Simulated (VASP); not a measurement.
# Yb3InC (Pm-3m) in VASP: notebook

Runs on Yb3InC. Level: PBE. Tasks: single point.

Everything below comes from runs of VASP 6.6.1. Logs are shortened: lines on timing, memory, paths and dates and some standing lists are left out, and cuts for length are marked.

## Step 1: The cell of the first run

The structure is cubic, space group Pm-3m (No. 221). Conventional cell: a = 5.063 Å, b = 5.063 Å, c = 5.063 Å, α = 90.00°, β = 90.00°, γ = 90.00°. Within 3.3 Å of Yb (site symmetry 4/mmm) lie 2 C at 2.53 Å. Within 4.7 Å of In (site symmetry m-3m) lie 12 Yb at 3.58 Å and 8 C at 4.38 Å. Within 3.3 Å of C (site symmetry m-3m) lie 6 Yb at 2.53 Å.

## Step 2: Single point, PBE

INCAR reads:

```
PREC = Accurate ; ENCUT = 600
EDIFF = 1E-6 ; ISMEAR = -1
SIGMA = 0.1 ; LREAL = F
LASPH = T ; NELM = 200
ALGO = Normal ; ISIF = 2
LWAVE = F ; LCHARG = F
GGA = PE ; NBANDS = 52
GGA_COMPAT = F ; LMAXMIX = 6
```

KPOINTS reads:

```
regular mesh
0
Gamma
  2 2 2
```

POSCAR reads:

```
Yb3InC
1.0
    5.0632470000      0.0000000000      0.0000000000
    0.0000000000      5.0632470000      0.0000000000
    0.0000000000      0.0000000000      5.0632470000
Yb In C
3 1 1
Direct
    0.5000000000      0.0000000000      0.5000000000
    0.0000000000      0.5000000000      0.5000000000
    0.5000000000      0.5000000000      0.0000000000
    0.0000000000      0.0000000000      0.0000000000
    0.5000000000      0.5000000000      0.5000000000
```

Potentials or basis: VASP PAW PBE potentials, release 64 (Yb, In_d, C).

On the command line:

```bash
> cat potpaw_PBE.64/Yb/POTCAR potpaw_PBE.64/In_d/POTCAR potpaw_PBE.64/C/POTCAR > POTCAR
> mpirun -np 1 vasp_std > vasp.out
```

OUTCAR:

```text
PREC = Accurate
   ENCUT = 600
   EDIFF = 1E-6
   ISMEAR = -1
   LREAL = F
   LASPH = T
   NELM = 200
   ISIF = 2
   GGA = PE

 ion  position               nearest neighbor table
   1  0.500  0.000  0.500-   5 2.53   5 2.53   4 3.58   2 3.58   3 3.58   4 3.58   2 3.58   3 3.58
                             3 3.58   3 3.58   2 3.58   4 3.58   4 3.58   2 3.58
   2  0.000  0.500  0.500-   5 2.53   5 2.53   4 3.58   1 3.58   3 3.58   4 3.58   1 3.58   4 3.58
                             4 3.58   1 3.58   3 3.58   3 3.58   3 3.58   1 3.58
   3  0.500  0.500  0.000-   5 2.53   5 2.53   4 3.58   1 3.58   1 3.58   2 3.58   2 3.58   1 3.58
                             4 3.58   1 3.58   2 3.58   4 3.58   2 3.58   4 3.58
   4  0.000  0.000  0.000-   1 3.58   2 3.58   3 3.58   1 3.58   2 3.58   2 3.58   3 3.58   2 3.58
                             1 3.58   3 3.58   1 3.58   3 3.58
   5  0.500  0.500  0.500-   1 2.53   2 2.53   3 2.53   3 2.53   1 2.53   2 2.53

  LATTYP: Found a simple cubic cell.
 ALAT       =     5.0632470000

  Lattice vectors:

 A1 = (   5.0632470000,   0.0000000000,   0.0000000000)
 A2 = (   0.0000000000,   5.0632470000,   0.0000000000)
 A3 = (   0.0000000000,   0.0000000000,   5.0632470000)

Analysis of symmetry for initial positions (statically):
=====================================================================
 Subroutine PRICEL returns:
 Original cell was already a primitive cell.

 Routine SETGRP: Setting up the symmetry group for a
 simple cubic supercell.

 Subroutine GETGRP returns: Found 48 space group operations
 (whereof 48 operations were pure point group operations)
 out of a pool of 48 trial point group operations.

The static configuration has the point symmetry O_h .

Analysis of symmetry for dynamics (positions and initial velocities):
=====================================================================
 Subroutine PRICEL returns:
 Original cell was already a primitive cell.

 Routine SETGRP: Setting up the symmetry group for a
 simple cubic supercell.

 Subroutine GETGRP returns: Found 48 space group operations
 (whereof 48 operations were pure point group operations)
 out of a pool of 48 trial point group operations.

The dynamic configuration has the point symmetry O_h .

 Subroutine INISYM returns: Found 48 space group operations
 (whereof 48 operations are pure point group operations),
 and found     1 'primitive' translations

----------------------------------------------------------------------------------------

                                     Primitive cell

  volume of cell :     129.8038

  direct lattice vectors                    reciprocal lattice vectors
     5.063247000  0.000000000  0.000000000     0.197501722  0.000000000  0.000000000
     0.000000000  5.063247000  0.000000000     0.000000000  0.197501722  0.000000000
     0.000000000  0.000000000  5.063247000     0.000000000  0.000000000  0.197501722

  length of vectors
     5.063247000  5.063247000  5.063247000     0.197501722  0.197501722  0.197501722

  position of ions in fractional coordinates (direct lattice)
     0.500000000  0.000000000  0.500000000
     0.000000000  0.500000000  0.500000000
     0.500000000  0.500000000  0.000000000
     0.000000000  0.000000000  0.000000000
     0.500000000  0.500000000  0.500000000

  ion indices of the primitive-cell ions
   primitive index   ion index
                 1           1
                 2           2
                 3           3
                 4           4
                 5           5

----------------------------------------------------------------------------------------

 KPOINTS: regular mesh

Automatic generation of k-mesh.
 Grid dimensions read from file:
 generate k-points for:    2    2    2

 Generating k-lattice:

  Cartesian coordinates                     Fractional coordinates (reciprocal lattice)
     0.098750861  0.000000000  0.000000000     0.500000000  0.000000000  0.000000000
     0.000000000  0.098750861  0.000000000     0.000000000  0.500000000  0.000000000
     0.000000000  0.000000000  0.098750861     0.000000000  0.000000000  0.500000000

  Length of vectors
     0.098750861  0.098750861  0.098750861

  Shift w.r.t. Gamma in fractional coordinates (k-lattice)
     0.000000000  0.000000000  0.000000000

 Subroutine IBZKPT returns following result:
 ===========================================

 Found      4 irreducible k-points:

 Following reciprocal coordinates:
            Coordinates               Weight
  0.000000  0.000000  0.000000      1.000000
  0.500000  0.000000  0.000000      3.000000
  0.500000  0.500000  0.000000      3.000000
  0.500000  0.500000  0.500000      1.000000
   k-points           NKPTS =      4   k-points in BZ     NKDIM =      4   number of bands    NBANDS=     52
   number of dos      NEDOS =    301   number of ions     NIONS =      5
   total plane-waves  NPLWV =  64000
   dimension x,y,z NGX =    40 NGY =   40 NGZ =   40
   dimension x,y,z NGXF=    80 NGYF=   80 NGZF=   80
   ions per type =               3   1   1
   NGX,Y,Z   is equivalent  to a cutoff of  13.13, 13.13, 13.13 a.u.
   NGXF,Y,Z  is equivalent  to a cutoff of  26.27, 26.27, 26.27 a.u.
 SYSTEM =  unknown system
   PREC   = accura    normal or accurate (medium, high low for compatibility)
   ISTART =      0    job   : 0-new  1-cont  2-samecut
   ICHARG =      2    charge: 1-file 2-atom 10-const
   ISPIN  =      1    spin polarized calculation?
   LNONCOLLINEAR =      F non collinear calculations
   LSORBIT =      F    spin-orbit coupling
   LASPH  =      T    aspherical Exc in radial PAW
   ENCUT  =  600.0 eV  44.10 Ry    6.64 a.u.  10.11 10.11 10.11*2*pi/ulx,y,z
   NELM   =    200;   NELMIN=  2; NELMDL= -5     # of ELM steps
   EDIFF  = 0.1E-05   stopping-criterion for ELM
   LREAL  =      F    real-space projection
   EDIFFG = 0.1E-04   stopping-criterion for IOM
   NSW    =      0    number of steps for IOM
   IBRION =     -1    ionic relax: 0-MD 1-quasi-New 2-CG
   NFREE  =      0    steps in history (QN), initial steepest desc. (CG)
   ISIF   =      2    stress and relaxation
   ISYM   =      2    0-nonsym 1-usesym 2-fastsym
   POTIM  = 0.5000    time-step for ionic-motion
   TEBEG  =    0.0;   TEEND  =   0.0 temperature during run
   PSTRESS=    0.0 pullay stress
   NELECT =      89.0000    total number of electrons
   NUPDOWN=      -1.0000    fix difference up-down
   EMIN   =  10.00;   EMAX   =-10.00  energy-range for DOS
   EFERMI =   0.00;   METHOD = LEGACY
   ISMEAR =    -1;   SIGMA  =   0.10  broadening in eV -4-tet -1-fermi 0-gaus
   EFERMI_NEDOS =   21; number of points for ismear=-14 and -15
   IALGO  =     38    algorithm
   IMIX   =      4    mixing-type and parameters
     AMIX     =   0.40;   BMIX     =  1.00
     AMIX_MAG =   1.60;   BMIX_MAG =  1.00
  volume/ion in A,a.u.               =      25.96       175.19
  Fermi-wavevector in a.u.,A,eV,Ry     =   1.443585  2.727980 28.353696  2.083938
  Thomas-Fermi vector in A             =   2.561976
   LORBIT       =      0    0 simple, 1 ext, 2 COOP (PROOUT), +10 PAW based schemes
   GGA     = PE    functional components
   LHFCALC =     F    Hartree Fock is set to
   AEXX    =    0.0000 exact exchange contribution
   IVDW    =     0    specifies the selected vdW correction
   LEPSILON=     F    determine dielectric tensor
   LRPA    =     F    only Hartree local field effects (RPA)
 non-spin polarized calculation
  energy-cutoff  :      600.00
  volume of cell :      129.80
 maximum number of plane-waves:      4385
   NGX = 21   NGY = 21   NGZ = 21

 number of electron      89.0000077 magnetization

 Free energy of the ion-electron system (eV)
  ---------------------------------------------------
  ext. energy  EPLUGINS =         0.00000000
  ---------------------------------------------------
  free energy    TOTEN  =       -23.00079935 eV

  energy without entropy =      -22.45485067  energy(sigma->0) =      -22.72782501

 E-fermi :   2.7924     XC(G=0): -10.0935

 val. band max:        2.7791368332   @ k =   0.0000   0.0000   0.0000
 cond. band min:       2.8022756690   @ k =   0.0000   0.0000   0.0000
 fundamental gap:      0.0231388357
 Fermi energy:         2.7924209414

 k-point     1 :       0.0000    0.0000    0.0000
  band No.  band energies     occupation
      1     -48.7195      2.00000
      2     -48.6931      2.00000
      3     -48.6931      2.00000
      4     -21.1418      2.00000
      5     -21.1418      2.00000
      6     -21.1418      2.00000
[... 44 lines left out ...]
     51       4.7699      0.00000
     52       5.5235      0.00000

 k-point     2 :       0.5000    0.0000    0.0000
  band No.  band energies     occupation
      1     -48.7107      2.00000
      2     -48.7019      2.00000
      3     -48.6930      2.00000
      4     -21.0840      2.00000
      5     -21.0840      2.00000
      6     -21.0648      2.00000
[... 44 lines left out ...]
     51       6.1828      0.00000
     52       6.4267      0.00000

 k-point     3 :       0.5000    0.5000    0.0000
  band No.  band energies     occupation
      1     -48.7018      2.00000
      2     -48.7018      2.00000
      3     -48.7018      2.00000
      4     -21.1672      2.00000
      5     -21.0359      2.00000
      6     -21.0359      2.00000
[... 44 lines left out ...]
     51       5.6224      0.00000
     52       6.4406      0.00000

 k-point     4 :       0.5000    0.5000    0.5000
  band No.  band energies     occupation
      1     -48.7018      2.00000
      2     -48.7018      2.00000
      3     -48.7018      2.00000
      4     -21.1918      2.00000
      5     -21.1656      2.00000
      6     -21.1656      2.00000
[... 44 lines left out ...]
     51       5.9897      0.00000
     52       5.9897      0.00000

------------------------ aborting loop because EDIFF is reached ----------------------------------------

  FORCE on cell =-STRESS in cart. coord.  units (eV):
  Direction    XX          YY          ZZ          XY          YZ          ZX
  --------------------------------------------------------------------------------------
  -------------------------------------------------------------------------------------
  Total       -2.7876583     -2.7876583     -2.7876583     -0.0000000      0.0000000     -0.0000000
  in kB      -34.4082657    -34.4082657    -34.4082657     -0.0000000      0.0000000     -0.0000000
  external PRESSURE =     -34.4082657 kB  Pullay stress =       0.0000000 kB

 VOLUME and BASIS-vectors are now :
 -----------------------------------------------------------------------------
  energy-cutoff  :      600.00
  volume of cell :      129.80
      direct lattice vectors                 reciprocal lattice vectors
     5.063247000  0.000000000  0.000000000     0.197501722  0.000000000  0.000000000
     0.000000000  5.063247000  0.000000000     0.000000000  0.197501722  0.000000000
     0.000000000  0.000000000  5.063247000     0.000000000  0.000000000  0.197501722

 POSITION                                       TOTAL-FORCE (eV/Angst)
 -----------------------------------------------------------------------------------
      2.53162      0.00000      2.53162         0.000000      0.000000      0.000000
      0.00000      2.53162      2.53162         0.000000      0.000000      0.000000
      2.53162      2.53162      0.00000         0.000000      0.000000      0.000000
      0.00000      0.00000      0.00000         0.000000      0.000000      0.000000
      2.53162      2.53162      2.53162         0.000000      0.000000      0.000000
 -----------------------------------------------------------------------------------
    total drift:                               -0.000000     -0.000000     -0.000000

  FREE ENERGIE OF THE ION-ELECTRON SYSTEM (eV)
  ---------------------------------------------------
  free  energy   TOTEN  =       -23.0007993486 eV

  energy  without entropy=      -22.4548506671  energy(sigma->0) =      -22.72782501
```

Wall time 2.5 min (1 thread of Intel Xeon 6975P-C (Granite Rapids), shared host); peak memory 0.26 GiB.

What came out:

```yaml
Free_energy: -23.0008 eV
Pressure: -3.4 GPa
Band_gap_on_the_k_mesh: zero (an odd number of electrons rules out a gap without spin polarisation)
```

Levels at points of the mesh, in eV from the Fermi level:
```
           k point  band 43  band 44  band 45  band 46  band 47  band 48
(0.00, 0.00, 0.00)    -0.01     0.01     0.01     1.08     1.08     1.08
(0.50, 0.00, 0.00)    -0.08    -0.08     0.04     0.04     1.43     1.58
(0.50, 0.50, 0.00)    -0.39    -0.24    -0.24    -0.02     1.64     2.52
(0.50, 0.50, 0.50)    -0.43    -0.30    -0.30    -0.30     1.89     1.89
```

Caveat: the k points lie up to 0.62 Å⁻¹ apart, too coarse for converged energies and pressures of a metal; spin-orbit coupling is left out, which moves the levels of the heavy elements.

## Step 3: Single point, PBE

INCAR reads:

```
SYSTEM = Yb3InC
PREC = Accurate ; ENCUT = 600
EDIFF = 1E-6 ; ISMEAR = -1
SIGMA = 0.1 ; LREAL = .False.
LASPH = .True. ; NELM = 200
ALGO = Normal ; ISIF = 2
LWAVE = .False. ; LCHARG = .True.
GGA = PE ; LELF = .True.
LVHAR = .True. ; NBANDS = 52
GGA_COMPAT = .False. ; LMAXMIX = 6
```

KPOINTS reads:

```
regular mesh
0
Gamma
  3 3 3
  0 0 0
```

POSCAR is that of step 2.

Potentials or basis: VASP PAW PBE potentials, release 64 (Yb, In_d, C).

On the command line:

```bash
> cat potpaw_PBE.64/Yb/POTCAR potpaw_PBE.64/In_d/POTCAR potpaw_PBE.64/C/POTCAR > POTCAR
> mpirun -np 1 vasp_std > vasp.out
```

Run time: 94 s. Hardware: 1 thread of Intel Xeon 6975P-C (Granite Rapids), shared host; peak memory 0.26 GiB.

Results (log left out):

| Property | Result |
| --- | --- |
| Free energy | -23.5298 eV |
| Pressure | -2.0 GPa |
| Band gap on the k mesh | zero (an odd number of electrons rules out a gap without spin polarisation) |

Levels at points of the mesh, in eV from the Fermi level:
```csv
k point,band 41,band 42,band 43,band 44,band 45,band 46,band 47,band 48
"(0.00, 0.00, 0.00)",0.02,0.02,0.02,0.06,0.06,1.13,1.13,1.13
```

Caveat: the k points lie up to 0.41 Å⁻¹ apart, too coarse for converged energies and pressures of a metal; spin-orbit coupling is left out, which moves the levels of the heavy elements. Spin polarisation is off, so any magnetic state and its effect on volume and gap are missing.

## Step 4: Single point, PBE

INCAR reads:

```
  ALGO = Normal
  EDIFF = 1E-6
  ENCUT = 600
  GGA = PE
  GGA_COMPAT = F
  ISIF = 2
  ISMEAR = -1
  LASPH = T
  LCHARG = F
  LMAXMIX = 6
  LREAL = F
  LWAVE = F
  NBANDS = 52
  NELM = 200
  PREC = Accurate
  SIGMA = 0.1
```

KPOINTS reads:

```
k-points
0
Gamma
  4 4 4
```

POSCAR is that of step 3.

Potentials or basis: VASP PAW PBE potentials, release 64 (Yb, In_d, C).

On the command line:

```bash
> cat potpaw_PBE.64/Yb/POTCAR potpaw_PBE.64/In_d/POTCAR potpaw_PBE.64/C/POTCAR > POTCAR
> mpirun -np 1 vasp_std > vasp.out
```

OUTCAR:

```text
EDIFF = 1E-6
   ENCUT = 600
   GGA = PE
   ISIF = 2
   ISMEAR = -1
   LASPH = T
   LREAL = F
   NELM = 200
   PREC = Accurate

 ion  position               nearest neighbor table
   1  0.500  0.000  0.500-   5 2.53   5 2.53   4 3.58   2 3.58   3 3.58   4 3.58   2 3.58   3 3.58
                             3 3.58   3 3.58   2 3.58   4 3.58   4 3.58   2 3.58
   2  0.000  0.500  0.500-   5 2.53   5 2.53   4 3.58   1 3.58   3 3.58   4 3.58   1 3.58   4 3.58
                             4 3.58   1 3.58   3 3.58   3 3.58   3 3.58   1 3.58
   3  0.500  0.500  0.000-   5 2.53   5 2.53   4 3.58   1 3.58   1 3.58   2 3.58   2 3.58   1 3.58
                             4 3.58   1 3.58   2 3.58   4 3.58   2 3.58   4 3.58
   4  0.000  0.000  0.000-   1 3.58   2 3.58   3 3.58   1 3.58   2 3.58   2 3.58   3 3.58   2 3.58
                             1 3.58   3 3.58   1 3.58   3 3.58
   5  0.500  0.500  0.500-   1 2.53   2 2.53   3 2.53   3 2.53   1 2.53   2 2.53

  LATTYP: Found a simple cubic cell.
 ALAT       =     5.0632470000

  Lattice vectors:

 A1 = (   5.0632470000,   0.0000000000,   0.0000000000)
 A2 = (   0.0000000000,   5.0632470000,   0.0000000000)
 A3 = (   0.0000000000,   0.0000000000,   5.0632470000)

Analysis of symmetry for initial positions (statically):
[... 166 lines left out ...]
 cond. band min:       2.7195203692   @ k =   0.0000   0.0000   0.0000
 fundamental gap:      0.0626684549
 Fermi energy:         2.6969955194

 k-point     1 :       0.0000    0.0000    0.0000
  band No.  band energies     occupation
      1     -48.7816      2.00000
      2     -48.7553      2.00000
      3     -48.7553      2.00000
      4     -21.1918      2.00000
      5     -21.1918      2.00000
      6     -21.1918      2.00000
[... 539 lines left out ...]
     51       5.9655      0.00000
     52       5.9655      0.00000

------------------------ aborting loop because EDIFF is reached ----------------------------------------

  FORCE on cell =-STRESS in cart. coord.  units (eV):
  Direction    XX          YY          ZZ          XY          YZ          ZX
  --------------------------------------------------------------------------------------
  -------------------------------------------------------------------------------------
  Total       -3.0457084     -3.0457084     -3.0457084     -0.0000000      0.0000000     -0.0000000
  in kB      -37.5933966    -37.5933966    -37.5933966     -0.0000000      0.0000000     -0.0000000
  external PRESSURE =     -37.5933966 kB  Pullay stress =       0.0000000 kB

 VOLUME and BASIS-vectors are now :
 -----------------------------------------------------------------------------
  energy-cutoff  :      600.00
  volume of cell :      129.80
      direct lattice vectors                 reciprocal lattice vectors
     5.063247000  0.000000000  0.000000000     0.197501722  0.000000000  0.000000000
     0.000000000  5.063247000  0.000000000     0.000000000  0.197501722  0.000000000
     0.000000000  0.000000000  5.063247000     0.000000000  0.000000000  0.197501722

 POSITION                                       TOTAL-FORCE (eV/Angst)
 -----------------------------------------------------------------------------------
      2.53162      0.00000      2.53162         0.000000      0.000000      0.000000
      0.00000      2.53162      2.53162         0.000000      0.000000      0.000000
      2.53162      2.53162      0.00000         0.000000      0.000000      0.000000
      0.00000      0.00000      0.00000         0.000000      0.000000      0.000000
      2.53162      2.53162      2.53162         0.000000      0.000000      0.000000
 -----------------------------------------------------------------------------------
    total drift:                               -0.000000     -0.000000     -0.000000

  FREE ENERGIE OF THE ION-ELECTRON SYSTEM (eV)
  ---------------------------------------------------
  free  energy   TOTEN  =       -23.5550857347 eV

  energy  without entropy=      -23.0936707283  energy(sigma->0) =      -23.32437823
```

OSZICAR:

```text
N       E                     dE             d eps       ncg     rms          rms(c)
[... 50 lines left out ...]
DAV:  51    -0.235552852289E+02    0.22586E-04   -0.11713E-04  1852   0.264E-01    0.700E-01
DAV:  52    -0.235552081363E+02    0.77093E-04   -0.78838E-05  1552   0.216E-01    0.550E-01
DAV:  53    -0.235551314727E+02    0.76664E-04   -0.75226E-05  1440   0.229E-01    0.353E-01
DAV:  54    -0.235551070550E+02    0.24418E-04   -0.13535E-04  1632   0.942E-02    0.293E-01
DAV:  55    -0.235550908141E+02    0.16241E-04   -0.42447E-05  1396   0.136E-01    0.199E-01
DAV:  56    -0.235550847973E+02    0.60169E-05   -0.15713E-05  1484   0.109E-01    0.132E-01
DAV:  57    -0.235550849749E+02   -0.17760E-06   -0.12905E-05  1104   0.278E-02    0.147E-01
DAV:  58    -0.235550857347E+02   -0.75985E-06   -0.90024E-07   700   0.131E-02
   1 F= -.23555086E+02 E0= -.23324378E+02  d E =-.461415E+00
```

It took 4.2 min on 1 thread of Intel Xeon 6975P-C (Granite Rapids), shared host; peak memory 0.29 GiB.

Results:

```yaml
Free_energy: -23.5551 eV
Pressure: -3.8 GPa
Band_gap_on_the_k_mesh: zero (an odd number of electrons rules out a gap without spin polarisation)
```

Caveat: the cell stands under tension; spin-orbit coupling is left out, which moves the levels of the heavy elements.

(Continued in part 2 of 2.)
